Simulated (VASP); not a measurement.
# NbNiS4 (P-3m1) in VASP: a series of runs

The runs below take NbNiS4 through single point, relaxation of cell and atoms, with PBE.

All numbers are computed with VASP 6.6.1; they aren't measurements. Logs are shortened: lines on timing, memory, paths and dates and some standing lists are left out, and cuts for length are marked.

## Step 1: The cell of the first run

Symmetry: P-3m1, No. 164, trigonal system. The conventional cell has a = 3.367 Å, b = 3.367 Å, c = 13.438 Å, α = 90.00°, β = 90.00°, γ = 120.00°. Within 3.3 Å of Nb (site symmetry -3m) lie 6 S at 2.48 Å. Ni (site symmetry -3m) has 6 S at 2.26 Å within 3.0 Å. S (site symmetry 3m) has 3 Ni at 2.26 Å within 3.0 Å. S (site symmetry 3m) has 3 Nb at 2.48 Å within 3.3 Å.

## Step 2: Single point, PBE (volume scaled by 1.06, then relaxed in part)

The input, INCAR:

```
PREC     = Accurate       # precision mode
ENCUT    = 520            # plane-wave cutoff, eV
EDIFF    = 1E-6           # SCF threshold, eV
ISMEAR   = 0              # smearing method
SIGMA    = 0.1            # smearing width, eV
LREAL    = F              # projectors in reciprocal space
LASPH    = T              # aspherical terms in the spheres
NELM     = 100            # most SCF steps
ALGO     = Normal         # electronic algorithm
ISIF     = 2              # what is computed and relaxed
LWAVE    = F              # write WAVECAR
LCHARG   = F              # write CHGCAR
GGA      = PE             # functional
NBANDS   = 32             # bands
```

The input, KPOINTS:

```
regular mesh
0
Gamma
  12 12 4
```

The input, POSCAR:

```
NbNiS4
1.0
    3.3669719506      0.0000000000      0.0000000000
   -1.6834859753      2.9158832431      0.0000000000
    0.0000000000      0.0000000000     13.4376042160
Nb Ni S
1 1 4
Direct
    0.0000000000      0.0000000000      0.5000000000
    0.0000000000      0.0000000000      0.0000000000
    0.6666666667      0.3333333333      0.9135352940
    0.6666666667      0.3333333333      0.3850215551
    0.3333333333      0.6666666667      0.6149784449
    0.3333333333      0.6666666667      0.0864647060
```

Potentials or basis: VASP PAW PBE potentials, release 64 (Nb_sv, Ni, S).

Run with:

```console
cat potpaw_PBE.64/Nb_sv/POTCAR potpaw_PBE.64/Ni/POTCAR potpaw_PBE.64/S/POTCAR > POTCAR
mpirun -np 1 vasp_std > vasp.out
```

OUTCAR:

```text
PREC = Accurate
   ENCUT = 520
   EDIFF = 1E-6
   ISMEAR = 0
   LREAL = F
   LASPH = T
   NELM = 100
   ISIF = 2
   GGA = PE

 ion  position               nearest neighbor table
   1  0.000  0.000  0.500-   4 2.48   5 2.48   4 2.48   5 2.48   4 2.48   5 2.48
   2  0.000  0.000  0.000-   3 2.26   6 2.26   3 2.26   6 2.26   3 2.26   6 2.26
   3  0.667  0.333  0.914-   2 2.26   2 2.26   2 2.26
   4  0.667  0.333  0.385-   1 2.48   1 2.48   1 2.48
   5  0.333  0.667  0.615-   1 2.48   1 2.48   1 2.48
   6  0.333  0.667  0.086-   2 2.26   2 2.26   2 2.26

  LATTYP: Found a hexagonal cell.
 ALAT       =     3.3669719506
 C/A-ratio  =     3.9910056909

  Lattice vectors:

 A1 = (   3.3669719506,   0.0000000000,   0.0000000000)
 A2 = (  -1.6834859753,   2.9158832431,   0.0000000000)
 A3 = (   0.0000000000,   0.0000000000,  13.4376042160)

Analysis of symmetry for initial positions (statically):
=====================================================================
 Subroutine PRICEL returns:
 Original cell was already a primitive cell.

 Routine SETGRP: Setting up the symmetry group for a
 hexagonal supercell.

 Subroutine GETGRP returns: Found 12 space group operations
 (whereof 12 operations were pure point group operations)
 out of a pool of 24 trial point group operations.

The static configuration has the point symmetry D_3d.

Analysis of symmetry for dynamics (positions and initial velocities):
=====================================================================
 Subroutine PRICEL returns:
 Original cell was already a primitive cell.

 Routine SETGRP: Setting up the symmetry group for a
 hexagonal supercell.

 Subroutine GETGRP returns: Found 12 space group operations
 (whereof 12 operations were pure point group operations)
 out of a pool of 24 trial point group operations.

The dynamic configuration has the point symmetry D_3d.

 Subroutine INISYM returns: Found 12 space group operations
 (whereof 12 operations are pure point group operations),
 and found     1 'primitive' translations

----------------------------------------------------------------------------------------

                                     Primitive cell

  volume of cell :     131.9263

  direct lattice vectors                    reciprocal lattice vectors
     3.366971951  0.000000000  0.000000000     0.297002771  0.171474630  0.000000000
    -1.683485975  2.915883243  0.000000000     0.000000000  0.342949260  0.000000000
     0.000000000  0.000000000 13.437604216     0.000000000  0.000000000  0.074418027

  length of vectors
     3.366971951  3.366971951 13.437604216     0.342949260  0.342949260  0.074418027

  position of ions in fractional coordinates (direct lattice)
     0.000000000  0.000000000  0.500000000
     0.000000000  0.000000000  0.000000000
     0.666666667  0.333333333  0.913535294
     0.666666667  0.333333333  0.385021555
     0.333333333  0.666666667  0.614978445
     0.333333333  0.666666667  0.086464706

  ion indices of the primitive-cell ions
   primitive index   ion index
                 1           1
                 2           2
                 3           3
                 4           4
                 5           5
                 6           6

----------------------------------------------------------------------------------------

 KPOINTS: regular mesh

Automatic generation of k-mesh.
 Grid dimensions read from file:
 generate k-points for:   12   12    4

 Generating k-lattice:

  Cartesian coordinates                     Fractional coordinates (reciprocal lattice)
     0.024750231  0.014289552  0.000000000     0.083333333 -0.000000000  0.000000000
     0.000000000  0.028579105  0.000000000     0.000000000  0.083333333  0.000000000
     0.000000000  0.000000000  0.018604507     0.000000000  0.000000000  0.250000000

  Length of vectors
     0.028579105  0.028579105  0.018604507

  Shift w.r.t. Gamma in fractional coordinates (k-lattice)
     0.000000000  0.000000000  0.000000000

 Subroutine IBZKPT returns following result:
 ===========================================

 Found     69 irreducible k-points:

 Following reciprocal coordinates:
            Coordinates               Weight
  0.000000  0.000000  0.000000      1.000000
  0.083333  0.000000  0.000000      6.000000
  0.166667  0.000000  0.000000      6.000000
  0.250000  0.000000  0.000000      6.000000
  0.333333  0.000000  0.000000      6.000000
  0.416667  0.000000  0.000000      6.000000
[... 16 lines left out ...]
  0.166667  0.000000  0.250000      6.000000
  0.000000  0.166667  0.250000      6.000000
 [... further k-points ...]
   k-points           NKPTS =     69   k-points in BZ     NKDIM =     69   number of bands    NBANDS=     32
   number of dos      NEDOS =    301   number of ions     NIONS =      6
   total plane-waves  NPLWV =  78400
   dimension x,y,z NGX =    28 NGY =   28 NGZ =  100
   dimension x,y,z NGXF=    56 NGYF=   56 NGZF=  200
   ions per type =               1   1   4
   NGX,Y,Z   is equivalent  to a cutoff of  13.83, 13.83, 12.37 a.u.
   NGXF,Y,Z  is equivalent  to a cutoff of  27.65, 27.65, 24.74 a.u.
 SYSTEM =  unknown system
   PREC   = accura    normal or accurate (medium, high low for compatibility)
   ISTART =      0    job   : 0-new  1-cont  2-samecut
   ICHARG =      2    charge: 1-file 2-atom 10-const
   ISPIN  =      1    spin polarized calculation?
   LNONCOLLINEAR =      F non collinear calculations
   LSORBIT =      F    spin-orbit coupling
   LASPH  =      T    aspherical Exc in radial PAW
   ENCUT  =  520.0 eV  38.22 Ry    6.18 a.u.   6.26  6.26 24.99*2*pi/ulx,y,z
   NELM   =    100;   NELMIN=  2; NELMDL= -5     # of ELM steps
   EDIFF  = 0.1E-05   stopping-criterion for ELM
   LREAL  =      F    real-space projection
   EDIFFG = 0.1E-04   stopping-criterion for IOM
   NSW    =      0    number of steps for IOM
   IBRION =     -1    ionic relax: 0-MD 1-quasi-New 2-CG
   NFREE  =      0    steps in history (QN), initial steepest desc. (CG)
   ISIF   =      2    stress and relaxation
   ISYM   =      2    0-nonsym 1-usesym 2-fastsym
   POTIM  = 0.5000    time-step for ionic-motion
   TEBEG  =    0.0;   TEEND  =   0.0 temperature during run
   PSTRESS=    0.0 pullay stress
   NELECT =      47.0000    total number of electrons
   NUPDOWN=      -1.0000    fix difference up-down
   EMIN   =  10.00;   EMAX   =-10.00  energy-range for DOS
   EFERMI =   0.00;   METHOD = LEGACY
   ISMEAR =     0;   SIGMA  =   0.10  broadening in eV -4-tet -1-fermi 0-gaus
   EFERMI_NEDOS =   21; number of points for ismear=-14 and -15
   IALGO  =     38    algorithm
   IMIX   =      4    mixing-type and parameters
     AMIX     =   0.40;   BMIX     =  1.00
     AMIX_MAG =   1.60;   BMIX_MAG =  1.00
  volume/ion in A,a.u.               =      21.99       148.38
  Fermi-wavevector in a.u.,A,eV,Ry     =   1.160549  2.193120 18.325345  1.346875
  Thomas-Fermi vector in A             =   2.297131
   LORBIT       =      0    0 simple, 1 ext, 2 COOP (PROOUT), +10 PAW based schemes
   GGA     = PE    functional components
   LHFCALC =     F    Hartree Fock is set to
   AEXX    =    0.0000 exact exchange contribution
   IVDW    =     0    specifies the selected vdW correction
   LEPSILON=     F    determine dielectric tensor
   LRPA    =     F    only Hartree local field effects (RPA)
 non-spin polarized calculation
 Gauss-broadening in eV      SIGMA  =   0.10
  energy-cutoff  :      520.00
  volume of cell :      131.93
 maximum number of plane-waves:      3578
 NGX is ok and might be reduce to    28
   NGX = 13   NGY = 13   NGZ = 49

 number of electron      46.9999982 magnetization

 Free energy of the ion-electron system (eV)
  ---------------------------------------------------
  ext. energy  EPLUGINS =         0.00000000
  ---------------------------------------------------
  free energy    TOTEN  =       -35.93483467 eV

  energy without entropy =      -35.92499211  energy(sigma->0) =      -35.92991339

 E-fermi :   4.4243     XC(G=0):  -9.1328

 val. band max:        4.4235846039   @ k =   0.1667   0.0833   0.0000
 cond. band min:       4.4315382355   @ k =   0.1667   0.0833   0.2500
 fundamental gap:      0.0079536315
 Fermi energy:         4.4242922801

 k-point     1 :       0.0000    0.0000    0.0000
  band No.  band energies     occupation
      1     -51.3515      2.00000
      2     -27.3749      2.00000
      3     -27.2971      2.00000
      4     -27.2971      2.00000
      5     -10.6501      2.00000
      6      -9.6196      2.00000
[... 24 lines left out ...]
     31       9.8404      0.00000
     32       9.9877      0.00000

 k-point     2 :       0.0833    0.0000    0.0000
  band No.  band energies     occupation
      1     -51.3494      2.00000
      2     -27.3701      2.00000
      3     -27.3205      2.00000
      4     -27.3023      2.00000
      5     -10.5626      2.00000
      6      -9.5281      2.00000
[... 24 lines left out ...]
     31      10.1258      0.00000
     32      10.3544      0.00000

 k-point     3 :       0.1667    0.0000    0.0000
  band No.  band energies     occupation
      1     -51.3437      2.00000
      2     -27.3839      2.00000
      3     -27.3566      2.00000
      4     -27.3165      2.00000
      5     -10.3073      2.00000
      6      -9.2704      2.00000
[... 24 lines left out ...]
     31      10.6000      0.00000
     32      10.9225      0.00000

 k-point     4 :       0.2500    0.0000    0.0000
  band No.  band energies     occupation
      1     -51.3360      2.00000
      2     -27.4691      2.00000
      3     -27.3385      2.00000
      4     -27.3359      2.00000
      5      -9.9080      2.00000
      6      -8.9050      2.00000
[... 654 lines left out ...]
     31      10.1481      0.00000
     32      10.3898      0.00000

 k-point    23 :       0.1667    0.0000    0.2500
  band No.  band energies     occupation
      1     -51.3437      2.00000
      2     -27.3839      2.00000
      3     -27.3566      2.00000
      4     -27.3165      2.00000
      5     -10.3073      2.00000
      6      -9.2708      2.00000
[... 24 lines left out ...]
     31      10.6374      0.00000
     32      10.8043      0.00000

 k-point    24 :       0.0000    0.1667    0.2500
  band No.  band energies     occupation
      1     -51.3437      2.00000
      2     -27.3839      2.00000
      3     -27.3566      2.00000
      4     -27.3165      2.00000
      5     -10.3073      2.00000
      6      -9.2707      2.00000
[... 24 lines left out ...]
     31      10.6378      0.00000
     32      10.9642      0.00000

 [... further k-points ...]

------------------------ aborting loop because EDIFF is reached ----------------------------------------

  FORCE on cell =-STRESS in cart. coord.  units (eV):
  Direction    XX          YY          ZZ          XY          YZ          ZX
  --------------------------------------------------------------------------------------
  -------------------------------------------------------------------------------------
  Total       -0.2769890     -0.2769890     -0.2719696      0.0000000      0.0000000      0.0000000
  in kB       -3.3638888     -3.3638888     -3.3029310      0.0000000      0.0000000      0.0000000
  external PRESSURE =      -3.3435695 kB  Pullay stress =       0.0000000 kB

 VOLUME and BASIS-vectors are now :
 -----------------------------------------------------------------------------
  energy-cutoff  :      520.00
  volume of cell :      131.93
      direct lattice vectors                 reciprocal lattice vectors
     3.366971951  0.000000000  0.000000000     0.297002771  0.171474630  0.000000000
    -1.683485975  2.915883243  0.000000000     0.000000000  0.342949260  0.000000000
     0.000000000  0.000000000 13.437604216     0.000000000  0.000000000  0.074418027

 POSITION                                       TOTAL-FORCE (eV/Angst)
 -----------------------------------------------------------------------------------
      0.00000      0.00000      6.71880        -0.000000      0.000000      0.000000
      0.00000      0.00000      0.00000        -0.000000      0.000000      0.000000
      1.68349      0.97196     12.27573         0.000000      0.000000      0.019616
      1.68349      0.97196      5.17377         0.000000     -0.000000      0.030248
     -0.00000      1.94392      8.26384         0.000000      0.000000     -0.030248
     -0.00000      1.94392      1.16188        -0.000000     -0.000000     -0.019616
 -----------------------------------------------------------------------------------
    total drift:                               -0.000000      0.000000      0.000000

  FREE ENERGIE OF THE ION-ELECTRON SYSTEM (eV)
  ---------------------------------------------------
  free  energy   TOTEN  =       -35.9348346656 eV

  energy  without entropy=      -35.9249921062  energy(sigma->0) =      -35.92991339
```

Run time: 3.8 min. Hardware: 1 thread of Intel Xeon 6975P-C (Granite Rapids), shared host; peak memory 0.45 GiB.

What came out:

```yaml
Free_energy: -35.9348 eV
Pressure: -0.3 GPa
Largest_force: 0.030 eV/Å
```

Forces on the atoms (eV/Å):
```
Nb   0.000  0.000  0.000
Ni   0.000  0.000  0.000
S    0.000  0.000  0.020
S    0.000  0.000  0.030
S    0.000  0.000 -0.030
S    0.000  0.000 -0.020
```

Levels at points of the mesh, in eV from the Fermi level:
| k point | band 22 | band 23 | band 24 | band 25 | band 26 | band 27 |
| --- | --- | --- | --- | --- | --- | --- |
| (0.00, 0.00, 0.00) | -0.49 | -0.49 | -0.03 | -0.03 | 0.36 | 1.34 |
| (0.50, 0.00, 0.00) | -2.16 | -1.61 | -1.03 | 0.82 | 1.19 | 1.91 |
| (0.00, 0.00, 0.50) | -0.49 | -0.49 | -0.03 | -0.03 | 0.42 | 1.34 |
| (0.50, 0.00, 0.50) | -2.23 | -1.61 | -1.02 | 0.82 | 1.19 | 1.91 |

Caveat: this functional lacks dispersion, which binds the layers, so the pressure and a relaxed spacing across them are unreliable; the run has no spin polarisation, though such a crystal can be magnetic.

(Continued in part 2 of 2.)
